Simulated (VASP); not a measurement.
# TiSi (P6_3/mmc) in VASP: single point with r2SCAN

Aim: the single point of TiSi with r2SCAN.

Everything below comes from runs of VASP 6.6.1. Logs are shortened: lines on timing, memory, paths and dates and some standing lists are left out, and cuts for length are marked.

**1. The cell of the first run**

The structure is hexagonal, space group P6_3/mmc (No. 194). Conventional cell: a = 4.389 Å, b = 4.389 Å, c = 4.936 Å, α = 90.00°, β = 90.00°, γ = 120.00°. Within 3.3 Å of Ti (site symmetry -6m2) lie 5 Si at 2.47 to 2.53 Å. Si (site symmetry -6m2) has 5 Ti at 2.47 to 2.53 Å within 3.3 Å.

**2. Single point, r2SCAN**

File POSCAR:

```
TiSi
1.0
    4.3891074653      0.0000000000      0.0000000000
   -2.1945537326      3.8010785649      0.0000000000
    0.0000000000      0.0000000000      4.9357134323
Ti Si
2 2
Direct
    0.3333333333      0.6666666667      0.7500000000
    0.6666666667      0.3333333333      0.2500000000
    0.3333333333      0.6666666667      0.2500000000
    0.6666666667      0.3333333333      0.7500000000
```

File INCAR.step1:

```
PREC = Accurate
ENCUT = 520
ISMEAR = 0
SIGMA = 0.1
LREAL = F
LASPH = T
NELM = 60
NBANDS = 24
GGA = PE
ALGO = Normal
EDIFF = 1E-4
LWAVE = T
LCHARG = F
```

File INCAR.step2:

```
PREC = Accurate
ENCUT = 520
EDIFF = 1E-6
ISMEAR = 0
SIGMA = 0.1
LREAL = F
LASPH = T
NELM = 60
ALGO = Normal
ISIF = 2
LWAVE = F
LCHARG = F
METAGGA = R2SCAN
LMIXTAU = T
NBANDS = 24
ISTART = 1
```

File KPOINTS:

```
regular mesh
0
Gamma
  12 12 10
```

Potentials or basis: VASP PAW PBE potentials, release 64 (Ti_sv, Si).

Command:

```sh
cat potpaw_PBE.64/Ti_sv/POTCAR potpaw_PBE.64/Si/POTCAR > POTCAR
cp INCAR.step1 INCAR
mpirun -np 1 vasp_std > vasp.out
cp INCAR.step2 INCAR
mpirun -np 1 vasp_std > vasp.out
```

OUTCAR:

```text
PREC = Accurate
   ENCUT = 520
   EDIFF = 1E-6
   ISMEAR = 0
   LREAL = F
   LASPH = T
   NELM = 60
   ISIF = 2
   METAGGA = R2SCAN
   ISTART = 1

 ion  position               nearest neighbor table
   1  0.333  0.667  0.750-   3 2.47   3 2.47   4 2.53   4 2.53   4 2.53
   2  0.667  0.333  0.250-   4 2.47   4 2.47   3 2.53   3 2.53   3 2.53
   3  0.333  0.667  0.250-   1 2.47   1 2.47   2 2.53   2 2.53   2 2.53
   4  0.667  0.333  0.750-   2 2.47   2 2.47   1 2.53   1 2.53   1 2.53

  LATTYP: Found a hexagonal cell.
 ALAT       =     4.3891074653
 C/A-ratio  =     1.1245369295

  Lattice vectors:

 A1 = (   4.3891074653,   0.0000000000,   0.0000000000)
 A2 = (  -2.1945537326,   3.8010785649,   0.0000000000)
 A3 = (   0.0000000000,   0.0000000000,   4.9357134323)

Analysis of symmetry for initial positions (statically):
=====================================================================
 Subroutine PRICEL returns:
 Original cell was already a primitive cell.

 Routine SETGRP: Setting up the symmetry group for a
 hexagonal supercell.

 Subroutine GETGRP returns: Found 24 space group operations
 (whereof 12 operations were pure point group operations)
 out of a pool of 24 trial point group operations.

The static configuration has the point symmetry D_3d.
 The point group associated with its full space group is D_6h.

Analysis of symmetry for dynamics (positions and initial velocities):
=====================================================================
 Subroutine PRICEL returns:
 Original cell was already a primitive cell.

 Routine SETGRP: Setting up the symmetry group for a
 hexagonal supercell.

 Subroutine GETGRP returns: Found 24 space group operations
 (whereof 12 operations were pure point group operations)
 out of a pool of 24 trial point group operations.

The dynamic configuration has the point symmetry D_3d.
 The point group associated with its full space group is D_6h.

 Subroutine INISYM returns: Found 24 space group operations
 (whereof 12 operations are pure point group operations),
 and found     1 'primitive' translations

----------------------------------------------------------------------------------------

[... 92 lines left out ...]
   LSORBIT =      F    spin-orbit coupling
   LASPH  =      T    aspherical Exc in radial PAW
   ENCUT  =  520.0 eV  38.22 Ry    6.18 a.u.   8.16  8.16  9.18*2*pi/ulx,y,z
   NELM   =     60;   NELMIN=  2; NELMDL=  0     # of ELM steps
   EDIFF  = 0.1E-05   stopping-criterion for ELM
   LREAL  =      F    real-space projection
   EDIFFG = 0.1E-04   stopping-criterion for IOM
   NSW    =      0    number of steps for IOM
   IBRION =     -1    ionic relax: 0-MD 1-quasi-New 2-CG
   NFREE  =      0    steps in history (QN), initial steepest desc. (CG)
   ISIF   =      2    stress and relaxation
   ISYM   =      2    0-nonsym 1-usesym 2-fastsym
   POTIM  = 0.5000    time-step for ionic-motion
   TEBEG  =    0.0;   TEEND  =   0.0 temperature during run
   PSTRESS=    0.0 pullay stress
   NELECT =      32.0000    total number of electrons
   NUPDOWN=      -1.0000    fix difference up-down
   EMIN   =  10.00;   EMAX   =-10.00  energy-range for DOS
   EFERMI =   0.00;   METHOD = LEGACY
   ISMEAR =     0;   SIGMA  =   0.10  broadening in eV -4-tet -1-fermi 0-gaus
   EFERMI_NEDOS =   21; number of points for ismear=-14 and -15
   IALGO  =     38    algorithm
   IMIX   =      4    mixing-type and parameters
     AMIX     =   0.40;   BMIX     =  1.00
     AMIX_MAG =   1.60;   BMIX_MAG =  1.00
  volume/ion in A,a.u.               =      20.59       138.92
  Fermi-wavevector in a.u.,A,eV,Ry     =   1.194668  2.257595 19.418659  1.427231
  Thomas-Fermi vector in A             =   2.330652
   LORBIT       =      0    0 simple, 1 ext, 2 COOP (PROOUT), +10 PAW based schemes
   METAGGA = R2SCAN    functional components
   LHFCALC =     F    Hartree Fock is set to
   AEXX    =    0.0000 exact exchange contribution
   IVDW    =     0    specifies the selected vdW correction
   LEPSILON=     F    determine dielectric tensor
   LRPA    =     F    only Hartree local field effects (RPA)
 non-spin polarized calculation
 Gauss-broadening in eV      SIGMA  =   0.10
  energy-cutoff  :      520.00
  volume of cell :       82.34
 maximum number of plane-waves:      2244
 NGX is ok and might be reduce to    36
   NGX = 17   NGY = 17   NGZ = 19

 number of electron      31.9999989 magnetization

 Free energy of the ion-electron system (eV)
  ---------------------------------------------------
  ext. energy  EPLUGINS =         0.00000000
  ---------------------------------------------------
  free energy    TOTEN  =       -43.89703768 eV

  energy without entropy =      -43.89286921  energy(sigma->0) =      -43.89495344

 E-fermi :   5.5021     XC(G=0): -10.4363

 val. band max:        5.4846224569   @ k =   0.3333   0.3333   0.1000
 cond. band min:       5.5072393912   @ k =   0.2500   0.0000   0.0000
 fundamental gap:      0.0226169343
 Fermi energy:         5.5020714901

 k-point     1 :       0.0000    0.0000    0.0000
  band No.  band energies     occupation
      1     -53.6349      2.00000
      2     -53.6228      2.00000
      3     -28.9748      2.00000
      4     -28.9748      2.00000
      5     -28.9393      2.00000
      6     -28.9393      2.00000
[... 637 lines left out ...]
     23       8.6257      0.00000
     24       9.3155      0.00000

 [... further k-points ...]

------------------------ aborting loop because EDIFF is reached ----------------------------------------

  FORCE on cell =-STRESS in cart. coord.  units (eV):
  Direction    XX          YY          ZZ          XY          YZ          ZX
  --------------------------------------------------------------------------------------
  -------------------------------------------------------------------------------------
  Total        0.0706118      0.0706118      0.0979160      0.0000000      0.0000000      0.0000000
  in kB        1.3738987      1.3738987      1.9051599      0.0000000      0.0000000      0.0000000
  external PRESSURE =       1.5509857 kB  Pullay stress =       0.0000000 kB

 VOLUME and BASIS-vectors are now :
 -----------------------------------------------------------------------------
  energy-cutoff  :      520.00
  volume of cell :       82.34
      direct lattice vectors                 reciprocal lattice vectors
     4.389107465  0.000000000  0.000000000     0.227836754  0.131541612  0.000000000
    -2.194553733  3.801078565  0.000000000     0.000000000  0.263083223  0.000000000
     0.000000000  0.000000000  4.935713432     0.000000000  0.000000000  0.202604955

 POSITION                                       TOTAL-FORCE (eV/Angst)
 -----------------------------------------------------------------------------------
     -0.00000      2.53405      3.70179         0.000000     -0.000000      0.000000
      2.19455      1.26703      1.23393        -0.000000      0.000000      0.000000
     -0.00000      2.53405      1.23393         0.000000     -0.000000      0.000000
      2.19455      1.26703      3.70179        -0.000000      0.000000      0.000000
 -----------------------------------------------------------------------------------
    total drift:                               -0.000000      0.000000     -0.000000

  FREE ENERGIE OF THE ION-ELECTRON SYSTEM (eV)
  ---------------------------------------------------
  free  energy   TOTEN  =       -43.8970376767 eV

  energy  without entropy=      -43.8928692072  energy(sigma->0) =      -43.89495344
```

OUTCAR.step1:

```text
PREC = Accurate
   ENCUT = 520
   ISMEAR = 0
   LREAL = F
[... 880 lines left out ...]
     -0.00000      2.53405      3.70179        -0.000000     -0.000000      0.000000
      2.19455      1.26703      1.23393         0.000000      0.000000      0.000000
     -0.00000      2.53405      1.23393        -0.000000     -0.000000      0.000000
      2.19455      1.26703      3.70179        -0.000000     -0.000000      0.000000
 -----------------------------------------------------------------------------------
    total drift:                               -0.000000      0.000000     -0.000000

  FREE ENERGIE OF THE ION-ELECTRON SYSTEM (eV)
  ---------------------------------------------------
  free  energy   TOTEN  =       -26.8049415121 eV

  energy  without entropy=      -26.8006557410  energy(sigma->0) =      -26.80279863
```

Run time: 5.5 min. Hardware: 1 thread of Intel Xeon 6975P-C (Granite Rapids), shared host; peak memory 0.36 GiB.

What came out:

- Free energy: -43.8970 eV
- Pressure: 0.2 GPa
- Band gap on the k mesh: zero (band 16 reaches 5.90 eV, above the bottom of band 17 at 5.37 eV)

Caveat: the PAW data sets were made with another functional, which shifts forces and pressure a little.
